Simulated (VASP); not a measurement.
# Ge (Fd-3m) in VASP: density of states with LDA

Aim: the density of states of Ge with LDA.

Everything below comes from runs of VASP 6.6.1. Logs are shortened: lines on timing, memory, paths and dates and some standing lists are left out, and cuts for length are marked.

### 1 The cell of the first run

It takes space group Fd-3m (No. 227, cubic). The conventional cell has a = 5.622 Å, b = 5.622 Å, c = 5.622 Å, α = 90.00°, β = 90.00°, γ = 90.00°. Ge (site symmetry -43m) has 4 Ge at 2.43 Å within 3.2 Å.

### 2 Density of states, LDA

Input file POSCAR:

```
Ge
1.0
    0.0000000000      2.8107737098      2.8107737098
    2.8107737098      0.0000000000      2.8107737098
    2.8107737098      2.8107737098      0.0000000000
Ge
2
Direct
    0.0000000000      0.0000000000      0.0000000000
    0.2500000000      0.2500000000      0.2500000000
```

Input file INCAR.step1:

```
PREC = Accurate
ENCUT = 410
EDIFF = 1E-6
ISMEAR = 0
SIGMA = 0.1
LREAL = False
LASPH = True
NELM = 120
ALGO = Normal
ISIF = 2
LWAVE = False
LCHARG = True
NBANDS = 21
GGA_COMPAT = False
NEDOS = 2001
LORBIT = 11
```

Input file KPOINTS.step1:

```
Automatic mesh
0
Gamma
  14 14 14
```

Input file INCAR.step2:

```
PREC = Accurate
ENCUT = 410
EDIFF = 1E-6
ISMEAR = -5
SIGMA = 0.1
LREAL = False
LASPH = True
NELM = 120
ALGO = Normal
ISIF = 2
LWAVE = False
LCHARG = False
LORBIT = 10
NEDOS = 1001
ICHARG = 11
GGA_COMPAT = False
```

Input file KPOINTS.step2:

```
Automatic mesh
0
Gamma
  21 21 21
```

Potentials or basis: VASP PAW LDA potentials, release 64 (Ge_d).

On the command line:

```bash
cat potpaw_LDA.64/Ge_d/POTCAR > POTCAR
cp INCAR.step1 INCAR
cp KPOINTS.step1 KPOINTS
mpirun -np 1 vasp_std > vasp.out
cp INCAR.step2 INCAR
cp KPOINTS.step2 KPOINTS
mpirun -np 1 vasp_std > vasp.out
```

OUTCAR:

```text
PREC = Accurate
   ENCUT = 410
   EDIFF = 1E-6
   ISMEAR = -5
   LREAL = False
   LASPH = True
   NELM = 120
   ISIF = 2
   LORBIT = 10
   ICHARG = 11

 ion  position               nearest neighbor table
   1  0.000  0.000  0.000-   2 2.43   2 2.43   2 2.43   2 2.43
   2  0.250  0.250  0.250-   1 2.43   1 2.43   1 2.43   1 2.43

  LATTYP: Found a face centered cubic cell.
 ALAT       =     5.6215474196

  Lattice vectors:

 A1 = (   0.0000000000,   2.8107737098,   2.8107737098)
 A2 = (   2.8107737098,   0.0000000000,   2.8107737098)
 A3 = (   2.8107737098,   2.8107737098,   0.0000000000)

Analysis of symmetry for initial positions (statically):
=====================================================================
 Subroutine PRICEL returns:
 Original cell was already a primitive cell.

 Routine SETGRP: Setting up the symmetry group for a
 face centered cubic supercell.

 Subroutine GETGRP returns: Found 48 space group operations
 (whereof 24 operations were pure point group operations)
 out of a pool of 48 trial point group operations.

The static configuration has the point symmetry T_d .
 The point group associated with its full space group is O_h .

Analysis of symmetry for dynamics (positions and initial velocities):
=====================================================================
 Subroutine PRICEL returns:
 Original cell was already a primitive cell.

 Routine SETGRP: Setting up the symmetry group for a
 face centered cubic supercell.

 Subroutine GETGRP returns: Found 48 space group operations
 (whereof 24 operations were pure point group operations)
 out of a pool of 48 trial point group operations.

The dynamic configuration has the point symmetry T_d .
 The point group associated with its full space group is O_h .

 Subroutine INISYM returns: Found 48 space group operations
 (whereof 24 operations are pure point group operations),
 and found     1 'primitive' translations

----------------------------------------------------------------------------------------

                                     Primitive cell

  volume of cell :      44.4127

  direct lattice vectors                    reciprocal lattice vectors
     0.000000000  2.810773710  2.810773710    -0.177886963  0.177886963  0.177886963
     2.810773710  0.000000000  2.810773710     0.177886963 -0.177886963  0.177886963
     2.810773710  2.810773710  0.000000000     0.177886963  0.177886963 -0.177886963
[... 90 lines left out ...]
   IBRION =     -1    ionic relax: 0-MD 1-quasi-New 2-CG
   NFREE  =      0    steps in history (QN), initial steepest desc. (CG)
   ISIF   =      2    stress and relaxation
   ISYM   =      2    0-nonsym 1-usesym 2-fastsym
   POTIM  = 0.5000    time-step for ionic-motion
   TEBEG  =    0.0;   TEEND  =   0.0 temperature during run
   PSTRESS=    0.0 pullay stress
   NELECT =      28.0000    total number of electrons
   NUPDOWN=      -1.0000    fix difference up-down
   EMIN   =  10.00;   EMAX   =-10.00  energy-range for DOS
   EFERMI =   0.00;   METHOD = LEGACY
   ISMEAR =    -5;   SIGMA  =   0.10  broadening in eV -4-tet -1-fermi 0-gaus
   EFERMI_NEDOS =   21; number of points for ismear=-14 and -15
   IALGO  =     38    algorithm
   IMIX   =      4    mixing-type and parameters
     AMIX     =   0.40;   BMIX     =  1.00
     AMIX_MAG =   1.60;   BMIX_MAG =  1.00
  volume/ion in A,a.u.               =      22.21       149.86
  Fermi-wavevector in a.u.,A,eV,Ry     =   1.403756  2.652714 26.810701  1.970531
  Thomas-Fermi vector in A             =   2.526386
   LORBIT       =     10    0 simple, 1 ext, 2 COOP (PROOUT), +10 PAW based schemes
   GGA     = CA    functional components
   LHFCALC =     F    Hartree Fock is set to
   AEXX    =    0.0000 exact exchange contribution
   IVDW    =     0    specifies the selected vdW correction
   LEPSILON=     F    determine dielectric tensor
   LRPA    =     F    only Hartree local field effects (RPA)
 non-spin polarized calculation
 Fermi weights with tetrahedron method with Bloechl corrections
  energy-cutoff  :      410.00
  volume of cell :       44.41
 maximum number of plane-waves:       871

 number of electron      28.0000006 magnetization

 Free energy of the ion-electron system (eV)
  ---------------------------------------------------
  ext. energy  EPLUGINS =         0.00000000
  ---------------------------------------------------
  free energy    TOTEN  =       -10.39410950 eV

  energy without entropy =      -10.39410950  energy(sigma->0) =      -10.39410950

 E-fermi :   4.9319     XC(G=0): -10.3798

 val. band max:        4.9099439560   @ k =   0.0000   0.0000   0.0000
 cond. band min:       4.9448660001   @ k =   0.0000   0.0000   0.0000
 fundamental gap:      0.0349220441
 Fermi energy:         4.9318775466

 k-point     1 :       0.0000    0.0000    0.0000
  band No.  band energies     occupation
      1     -20.0514      2.00000
      2     -20.0514      2.00000
      3     -20.0514      2.00000
      4     -20.0129      2.00000
      5     -20.0129      2.00000
      6     -19.7930      2.00000
[... 481 lines left out ...]
      5     -19.9664      2.00000
      6     -19.8312      2.00000
[... 10 lines left out ...]
     17       8.7141      0.00000
     18      12.0838      0.00000

 [... further k-points ...]

------------------------ aborting loop because EDIFF is reached ----------------------------------------

  FORCE on cell =-STRESS in cart. coord.  units (eV):
  Direction    XX          YY          ZZ          XY          YZ          ZX
  --------------------------------------------------------------------------------------
  -------------------------------------------------------------------------------------
  Total       -0.0762819     -0.0762819     -0.0762819     -0.0000000     -0.0000000     -0.0000000
  in kB       -2.7518477     -2.7518477     -2.7518477     -0.0000000     -0.0000000     -0.0000000
  external PRESSURE =      -2.7518477 kB  Pullay stress =       0.0000000 kB

 VOLUME and BASIS-vectors are now :
 -----------------------------------------------------------------------------
  energy-cutoff  :      410.00
  volume of cell :       44.41
      direct lattice vectors                 reciprocal lattice vectors
     0.000000000  2.810773710  2.810773710    -0.177886963  0.177886963  0.177886963
     2.810773710  0.000000000  2.810773710     0.177886963 -0.177886963  0.177886963
     2.810773710  2.810773710  0.000000000     0.177886963  0.177886963 -0.177886963

 POSITION                                       TOTAL-FORCE (eV/Angst)
 -----------------------------------------------------------------------------------
      0.00000      0.00000      0.00000         0.000000      0.000000     -0.000000
      1.40539      1.40539      1.40539        -0.000000     -0.000000      0.000000
 -----------------------------------------------------------------------------------
    total drift:                                0.000000      0.000000      0.000000

  FREE ENERGIE OF THE ION-ELECTRON SYSTEM (eV)
  ---------------------------------------------------
  free  energy   TOTEN  =       -10.3941095039 eV

  energy  without entropy=      -10.3941095039  energy(sigma->0) =      -10.39410950

 total charge

# of ion       s       p       d       tot
------------------------------------------
    1        1.139   1.284  10.026  12.449
    2        1.139   1.284  10.026  12.449
--------------------------------------------------
tot          2.279   2.568  20.051  24.898
```

OUTCAR.step1:

```text
PREC = Accurate
   ENCUT = 410
   EDIFF = 1E-6
   ISMEAR = 0
   LREAL = False
   LASPH = True
[... 803 lines left out ...]
    total drift:                                0.000000      0.000000      0.000000

  FREE ENERGIE OF THE ION-ELECTRON SYSTEM (eV)
  ---------------------------------------------------
  free  energy   TOTEN  =       -10.3916967834 eV

  energy  without entropy=      -10.3915157657  energy(sigma->0) =      -10.39160627

 total charge

# of ion       s       p       d       tot
------------------------------------------
    1        1.139   1.284  10.026  12.449
    2        1.139   1.284  10.026  12.449
--------------------------------------------------
tot          2.279   2.568  20.051  24.898
```

It took 4.6 min on 1 thread of Intel Xeon 8259CL, shared host; peak memory 0.24 GiB.

What came out:

```yaml
Valence_electrons_inside_the_program's_atomic_spheres: Ge 12.45
```
